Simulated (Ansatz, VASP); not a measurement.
## One calculation of LaH3O3, two programs

```
La H O
1.0
     6.49339    0.00000    0.00000
    -3.24669    5.62344    0.00000
     0.00000    0.00000    3.79014
La H O
2 6 6
Cartesian
  0.0000 3.7490 0.9475
  3.2467 1.8745 2.8426
  1.3604 0.7757 0.9475
  0.0084 1.5660 2.8426
  5.1414 0.7903 0.9475
  1.8863 4.8477 2.8426
  3.2383 4.0575 0.9475
  -1.8947 4.8332 2.8426
  1.5304 1.7363 0.9475
  -0.7385 2.1935 2.8426
  4.2245 0.4572 0.9475
  1.7163 3.8872 2.8426
  3.9852 3.4299 0.9475
  -0.9778 5.1662 2.8426
```

Alike in both runs: task single point; functional PBEsol; k mesh 6 × 6 × 6; occupations gaussian, width 0.02 eV; no spin polarisation.

|  | VASP | Ansatz |
| --- | --- | --- |
| version | VASP 6.6.1 | Ansatz 0.2.0 |
| potentials or method | VASP PAW PBE potentials, release 64 (La, H, O), cutoff 520 eV | scalar-relativistic, plane waves, PAW |
| valence electrons in the cell | 64 | 64 |

Ansatz gave:

```
gap on the k mesh at the Fermi level (eV)                     : 3.69
least direct gap on the mesh (eV)                             : 3.69
pressure (GPa)                                                : 0.0
traceless stress, the component that is largest in VASP (GPa) : 0.00
rms of the force components (eV/Å)                            : 0.001
```

Question: Which values does VASP return?

Answer: gap on the k mesh at the Fermi level (eV): 3.67; least direct gap on the mesh (eV): 3.67; pressure (GPa): 0.0; traceless stress, the component that is largest in VASP (GPa): -0.30; rms of the force components (eV/Å): 0.075.

VASP's potentials were made for PBE, not for PBEsol. Atom by atom the forces differ by 0.075 eV/Å (rms over components).

Spin-orbit coupling is off throughout.
